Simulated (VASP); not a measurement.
# La3Hf (Pm-3m) in VASP: notebook

La3Hf is run at these levels: PBE; tasks: single point.

Program: VASP 6.6.1. These are calculated values, not measurements. Logs are shortened: lines on timing, memory, paths and dates and some standing lists are left out, and cuts for length are marked.

**1. The cell of the first run**

The structure is cubic, space group Pm-3m (No. 221). Conventional cell: a = 5.045 Å, b = 5.045 Å, c = 5.045 Å, α = 90.00°, β = 90.00°, γ = 90.00°. La (site symmetry 4/mmm) has 8 La at 3.57 Å and 4 Hf at 3.57 Å within 4.7 Å. Hf (site symmetry m-3m) has 12 La at 3.57 Å within 4.7 Å.

**2. Single point, PBE**

File INCAR:

```
PREC = Accurate
ENCUT = 520
EDIFF = 1E-7
ISMEAR = -1
SIGMA = 0.1
LREAL = False
LASPH = True
NELM = 60
ALGO = Normal
ISIF = 2
LWAVE = False
LCHARG = False
GGA = PE
NBANDS = 30
```

File KPOINTS:

```
Automatic mesh
0
Gamma
  4 4 4
```

File POSCAR:

```
La3Hf
1.0
    5.0451320000      0.0000000000      0.0000000000
    0.0000000000      5.0451320000      0.0000000000
    0.0000000000      0.0000000000      5.0451320000
La Hf
3 1
Direct
    0.0000000000      0.5000000000      0.5000000000
    0.5000000000      0.0000000000      0.5000000000
    0.5000000000      0.5000000000      0.0000000000
    0.0000000000      0.0000000000      0.0000000000
```

Potentials or basis: VASP PAW PBE potentials, release 64 (La, Hf_pv).

On the command line:

```
$ cat potpaw_PBE.64/La/POTCAR potpaw_PBE.64/Hf_pv/POTCAR > POTCAR
$ mpirun -np 1 vasp_std > vasp.out
```

OUTCAR:

```text
PREC = Accurate
   ENCUT = 520
   EDIFF = 1E-7
   ISMEAR = -1
   LREAL = False
   LASPH = True
   NELM = 60
   ISIF = 2
   GGA = PE

 ion  position               nearest neighbor table
   1  0.000  0.500  0.500-   2 3.57   3 3.57   4 3.57   3 3.57   4 3.57   2 3.57   4 3.57   4 3.57
                             2 3.57   3 3.57   3 3.57   2 3.57
   2  0.500  0.000  0.500-   1 3.57   3 3.57   4 3.57   3 3.57   4 3.57   1 3.57   3 3.57   3 3.57
                             1 3.57   4 3.57   4 3.57   1 3.57
   3  0.500  0.500  0.000-   1 3.57   2 3.57   4 3.57   1 3.57   2 3.57   2 3.57   4 3.57   2 3.57
                             1 3.57   4 3.57   1 3.57   4 3.57
   4  0.000  0.000  0.000-   1 3.57   2 3.57   3 3.57   1 3.57   2 3.57   1 3.57   3 3.57   1 3.57
                             2 3.57   3 3.57   2 3.57   3 3.57

  LATTYP: Found a simple cubic cell.
 ALAT       =     5.0451320000

  Lattice vectors:

 A1 = (   5.0451320000,   0.0000000000,   0.0000000000)
 A2 = (   0.0000000000,   5.0451320000,   0.0000000000)
 A3 = (   0.0000000000,   0.0000000000,   5.0451320000)

Analysis of symmetry for initial positions (statically):
=====================================================================
 Subroutine PRICEL returns:
 Original cell was already a primitive cell.

 Routine SETGRP: Setting up the symmetry group for a
 simple cubic supercell.

 Subroutine GETGRP returns: Found 48 space group operations
 (whereof 48 operations were pure point group operations)
 out of a pool of 48 trial point group operations.

The static configuration has the point symmetry O_h .

Analysis of symmetry for dynamics (positions and initial velocities):
=====================================================================
 Subroutine PRICEL returns:
 Original cell was already a primitive cell.

 Routine SETGRP: Setting up the symmetry group for a
 simple cubic supercell.

 Subroutine GETGRP returns: Found 48 space group operations
 (whereof 48 operations were pure point group operations)
 out of a pool of 48 trial point group operations.

The dynamic configuration has the point symmetry O_h .

 Subroutine INISYM returns: Found 48 space group operations
 (whereof 48 operations are pure point group operations),
 and found     1 'primitive' translations

----------------------------------------------------------------------------------------

                                     Primitive cell

  volume of cell :     128.4155

  direct lattice vectors                    reciprocal lattice vectors
     5.045132000  0.000000000  0.000000000     0.198210869  0.000000000  0.000000000
     0.000000000  5.045132000  0.000000000     0.000000000  0.198210869  0.000000000
     0.000000000  0.000000000  5.045132000     0.000000000  0.000000000  0.198210869

  length of vectors
     5.045132000  5.045132000  5.045132000     0.198210869  0.198210869  0.198210869

  position of ions in fractional coordinates (direct lattice)
     0.000000000  0.500000000  0.500000000
     0.500000000  0.000000000  0.500000000
     0.500000000  0.500000000  0.000000000
     0.000000000  0.000000000  0.000000000

  ion indices of the primitive-cell ions
   primitive index   ion index
                 1           1
                 2           2
                 3           3
                 4           4

----------------------------------------------------------------------------------------

 KPOINTS: Automatic mesh

Automatic generation of k-mesh.
 Grid dimensions read from file:
 generate k-points for:    4    4    4

 Generating k-lattice:

  Cartesian coordinates                     Fractional coordinates (reciprocal lattice)
     0.049552717  0.000000000  0.000000000     0.250000000  0.000000000  0.000000000
     0.000000000  0.049552717  0.000000000     0.000000000  0.250000000  0.000000000
     0.000000000  0.000000000  0.049552717     0.000000000  0.000000000  0.250000000

  Length of vectors
     0.049552717  0.049552717  0.049552717

  Shift w.r.t. Gamma in fractional coordinates (k-lattice)
     0.000000000  0.000000000  0.000000000

 Subroutine IBZKPT returns following result:
 ===========================================

 Found     10 irreducible k-points:

 Following reciprocal coordinates:
            Coordinates               Weight
  0.000000  0.000000  0.000000      1.000000
  0.250000  0.000000  0.000000      6.000000
  0.500000  0.000000  0.000000      3.000000
  0.250000  0.250000  0.000000     12.000000
  0.500000  0.250000  0.000000     12.000000
  0.500000  0.500000  0.000000      3.000000
  0.250000  0.250000  0.250000      8.000000
  0.500000  0.250000  0.250000     12.000000
  0.500000  0.500000  0.250000      6.000000
  0.500000  0.500000  0.500000      1.000000
   k-points           NKPTS =     10   k-points in BZ     NKDIM =     10   number of bands    NBANDS=     30
   number of dos      NEDOS =    301   number of ions     NIONS =      4
   total plane-waves  NPLWV =  64000
   dimension x,y,z NGX =    40 NGY =   40 NGZ =   40
   dimension x,y,z NGXF=    80 NGYF=   80 NGZF=   80
   ions per type =               3   1
   NGX,Y,Z   is equivalent  to a cutoff of  13.18, 13.18, 13.18 a.u.
   NGXF,Y,Z  is equivalent  to a cutoff of  26.36, 26.36, 26.36 a.u.
 SYSTEM =  unknown system
   PREC   = accura    normal or accurate (medium, high low for compatibility)
   ISTART =      0    job   : 0-new  1-cont  2-samecut
   ICHARG =      2    charge: 1-file 2-atom 10-const
   ISPIN  =      1    spin polarized calculation?
   LNONCOLLINEAR =      F non collinear calculations
   LSORBIT =      F    spin-orbit coupling
   LASPH  =      T    aspherical Exc in radial PAW
   ENCUT  =  520.0 eV  38.22 Ry    6.18 a.u.   9.38  9.38  9.38*2*pi/ulx,y,z
   NELM   =     60;   NELMIN=  2; NELMDL= -5     # of ELM steps
   EDIFF  = 0.1E-06   stopping-criterion for ELM
   LREAL  =      F    real-space projection
   EDIFFG = 0.1E-05   stopping-criterion for IOM
   NSW    =      0    number of steps for IOM
   IBRION =     -1    ionic relax: 0-MD 1-quasi-New 2-CG
   NFREE  =      0    steps in history (QN), initial steepest desc. (CG)
   ISIF   =      2    stress and relaxation
   ISYM   =      2    0-nonsym 1-usesym 2-fastsym
   POTIM  = 0.5000    time-step for ionic-motion
   TEBEG  =    0.0;   TEEND  =   0.0 temperature during run
   PSTRESS=    0.0 pullay stress
   NELECT =      43.0000    total number of electrons
   NUPDOWN=      -1.0000    fix difference up-down
   EMIN   =  10.00;   EMAX   =-10.00  energy-range for DOS
   EFERMI =   0.00;   METHOD = LEGACY
   ISMEAR =    -1;   SIGMA  =   0.10  broadening in eV -4-tet -1-fermi 0-gaus
   EFERMI_NEDOS =   21; number of points for ismear=-14 and -15
   IALGO  =     38    algorithm
   IMIX   =      4    mixing-type and parameters
     AMIX     =   0.40;   BMIX     =  1.00
     AMIX_MAG =   1.60;   BMIX_MAG =  1.00
  volume/ion in A,a.u.               =      32.10       216.65
  Fermi-wavevector in a.u.,A,eV,Ry     =   1.136820  2.148279 17.583628  1.292360
  Thomas-Fermi vector in A             =   2.273525
   LORBIT       =      0    0 simple, 1 ext, 2 COOP (PROOUT), +10 PAW based schemes
   GGA     = PE    functional components
[... 5 lines left out ...]
 non-spin polarized calculation
  energy-cutoff  :      520.00
  volume of cell :      128.42
 maximum number of plane-waves:      3468
 NGX is ok and might be reduce to    40
   NGX = 19   NGY = 19   NGZ = 19

 number of electron      42.9999997 magnetization

 Free energy of the ion-electron system (eV)
  ---------------------------------------------------
  ext. energy  EPLUGINS =         0.00000000
  ---------------------------------------------------
  free energy    TOTEN  =       -23.90217299 eV

  energy without entropy =      -23.73214962  energy(sigma->0) =      -23.81716130

 E-fermi :   7.6968     XC(G=0): -10.0598

 val. band max:        7.6688854270   @ k =   0.5000   0.2500   0.2500
 cond. band min:       7.7655813179   @ k =   0.5000   0.0000   0.0000
 fundamental gap:      0.0966958909
 Fermi energy:         7.6968003681

 k-point     1 :       0.0000    0.0000    0.0000
  band No.  band energies     occupation
      1     -24.9119      2.00000
      2     -24.5694      2.00000
      3     -24.5694      2.00000
      4     -23.5112      2.00000
      5     -23.5112      2.00000
      6     -23.5112      2.00000
[... 22 lines left out ...]
     29       9.5633      0.00000
     30       9.8270      0.00000

 k-point     2 :       0.2500    0.0000    0.0000
  band No.  band energies     occupation
      1     -24.8725      2.00000
      2     -24.6156      2.00000
      3     -24.5686      2.00000
      4     -23.5110      2.00000
      5     -23.5110      2.00000
      6     -23.5058      2.00000
[... 22 lines left out ...]
     29       9.5390      0.00000
     30       9.8283      0.00000

 k-point     3 :       0.5000    0.0000    0.0000
  band No.  band energies     occupation
      1     -24.8090      2.00000
      2     -24.6856      2.00000
      3     -24.5679      2.00000
      4     -23.5108      2.00000
      5     -23.5108      2.00000
      6     -23.5005      2.00000
[... 22 lines left out ...]
     29       9.6136      0.00000
     30       9.6289      0.00000

 k-point     4 :       0.2500    0.2500    0.0000
  band No.  band energies     occupation
      1     -24.8356      2.00000
      2     -24.6299      2.00000
      3     -24.5940      2.00000
      4     -23.5108      2.00000
      5     -23.5084      2.00000
      6     -23.5058      2.00000
[... 22 lines left out ...]
     29       9.5132      0.00000
     30       9.7074      0.00000

 k-point     5 :       0.5000    0.2500    0.0000
  band No.  band energies     occupation
      1     -24.7729      2.00000
      2     -24.6872      2.00000
      3     -24.6021      2.00000
      4     -23.5106      2.00000
      5     -23.5084      2.00000
      6     -23.5033      2.00000
[... 22 lines left out ...]
     29       9.5749      0.00000
     30       9.5925      0.00000

 k-point     6 :       0.5000    0.5000    0.0000
  band No.  band energies     occupation
      1     -24.6887      2.00000
      2     -24.6887      2.00000
      3     -24.6843      2.00000
      4     -23.5103      2.00000
      5     -23.5061      2.00000
      6     -23.5061      2.00000
[... 22 lines left out ...]
     29       9.5129      0.00000
     30       9.5168      0.00000

 k-point     7 :       0.2500    0.2500    0.2500
  band No.  band energies     occupation
      1     -24.8034      2.00000
      2     -24.6275      2.00000
      3     -24.6275      2.00000
      4     -23.5102      2.00000
      5     -23.5102      2.00000
      6     -23.5054      2.00000
[... 22 lines left out ...]
     29       9.4946      0.00000
     30       9.4957      0.00000

 k-point     8 :       0.5000    0.2500    0.2500
  band No.  band energies     occupation
      1     -24.7462      2.00000
      2     -24.6861      2.00000
      3     -24.6252      2.00000
      4     -23.5119      2.00000
      5     -23.5082      2.00000
      6     -23.5064      2.00000
[... 22 lines left out ...]
     29       9.2987      0.00000
     30       9.4354      0.00000

 k-point     9 :       0.5000    0.5000    0.2500
  band No.  band energies     occupation
      1     -24.6850      2.00000
      2     -24.6850      2.00000
      3     -24.6828      2.00000
      4     -23.5117      2.00000
      5     -23.5096      2.00000
      6     -23.5096      2.00000
[... 22 lines left out ...]
     29       9.2127      0.00000
     30       9.3950      0.00000

 k-point    10 :       0.5000    0.5000    0.5000
  band No.  band energies     occupation
      1     -24.6813      2.00000
      2     -24.6813      2.00000
      3     -24.6813      2.00000
      4     -23.5131      2.00000
      5     -23.5131      2.00000
      6     -23.5131      2.00000
[... 22 lines left out ...]
     29       9.2211      0.00000
     30       9.2212      0.00000

------------------------ aborting loop because EDIFF is reached ----------------------------------------

  FORCE on cell =-STRESS in cart. coord.  units (eV):
  Direction    XX          YY          ZZ          XY          YZ          ZX
  --------------------------------------------------------------------------------------
  -------------------------------------------------------------------------------------
  Total        0.0768101      0.0768101      0.0768101      0.0000000     -0.0000000      0.0000000
  in kB        0.9583222      0.9583222      0.9583222      0.0000000     -0.0000000      0.0000000
  external PRESSURE =       0.9583222 kB  Pullay stress =       0.0000000 kB

 VOLUME and BASIS-vectors are now :
 -----------------------------------------------------------------------------
  energy-cutoff  :      520.00
  volume of cell :      128.42
      direct lattice vectors                 reciprocal lattice vectors
     5.045132000  0.000000000  0.000000000     0.198210869  0.000000000  0.000000000
     0.000000000  5.045132000  0.000000000     0.000000000  0.198210869  0.000000000
     0.000000000  0.000000000  5.045132000     0.000000000  0.000000000  0.198210869

 POSITION                                       TOTAL-FORCE (eV/Angst)
 -----------------------------------------------------------------------------------
      0.00000      2.52257      2.52257         0.000000      0.000000      0.000000
      2.52257      0.00000      2.52257         0.000000      0.000000      0.000000
      2.52257      2.52257      0.00000         0.000000      0.000000      0.000000
      0.00000      0.00000      0.00000         0.000000      0.000000      0.000000
 -----------------------------------------------------------------------------------
    total drift:                                0.000000     -0.000000     -0.000000

  FREE ENERGIE OF THE ION-ELECTRON SYSTEM (eV)
  ---------------------------------------------------
  free  energy   TOTEN  =       -23.9021729866 eV

  energy  without entropy=      -23.7321496226  energy(sigma->0) =      -23.81716130
```

Run time: 95 s. Hardware: 1 thread of Intel Xeon 8259CL, shared host; peak memory 0.26 GiB.

What came out:

| Quantity | Value |
| --- | --- |
| Free energy | -23.9022 eV |
| Pressure | 0.1 GPa |
| Band gap on the k mesh | zero (an odd number of electrons rules out a gap without spin polarisation) |

Levels at points of the mesh, in eV from the Fermi level:
```tsv
k point	band 19	band 20	band 21	band 22	band 23	band 24	band 25	band 26
(0.00, 0.00, 0.00)	-2.07	-1.62	-1.62	-1.62	1.39	1.39	1.39	1.69
(0.50, 0.00, 0.00)	-0.79	-0.69	-0.50	0.07	0.07	0.40	0.40	0.57
(0.50, 0.50, 0.00)	-0.56	-0.34	0.08	0.15	0.15	0.26	0.26	0.38
(0.50, 0.50, 0.50)	-1.72	0.91	0.91	1.10	1.10	1.10	1.47	1.48
```

Caveat: spin-orbit coupling is left out, which moves the levels of the heavy elements.

**3. Single point, PBE**

File INCAR:

```
SYSTEM = La3Hf
PREC = Accurate
ENCUT = 520
EDIFF = 1E-6
ISMEAR = -1
SIGMA = 0.1
LREAL = .False.
LASPH = .True.
NELM = 100
ALGO = Normal
ISIF = 2
LWAVE = .False.
LCHARG = .False.
GGA = PE
NBANDS = 30
```

File KPOINTS:

```
Automatic mesh
0
Gamma
  5 5 5
  0 0 0
```

POSCAR is that of step 2.

Potentials or basis: VASP PAW PBE potentials, release 64 (La, Hf_pv).

On the command line:

```
$ cat potpaw_PBE.64/La/POTCAR potpaw_PBE.64/Hf_pv/POTCAR > POTCAR
$ mpirun -np 1 vasp_std > vasp.out
```

Wall time 2 min (1 thread of Intel Xeon 8259CL, shared host); peak memory 0.26 GiB.

It converged, with:

```
Free energy            : -23.8917 eV
Pressure               : 0.1 GPa
Band gap on the k mesh : zero (an odd number of electrons rules out a gap without spin polarisation)
```

Levels at points of the mesh, in eV from the Fermi level:
```csv
k point,band 20,band 21,band 22,band 23,band 24,band 25
"(0.00, 0.00, 0.00)",-1.60,-1.60,-1.60,1.41,1.41,1.41
```

Caveat: spin-orbit coupling is left out, which moves the levels of the heavy elements.

(Part 1 of 2 ends here.)
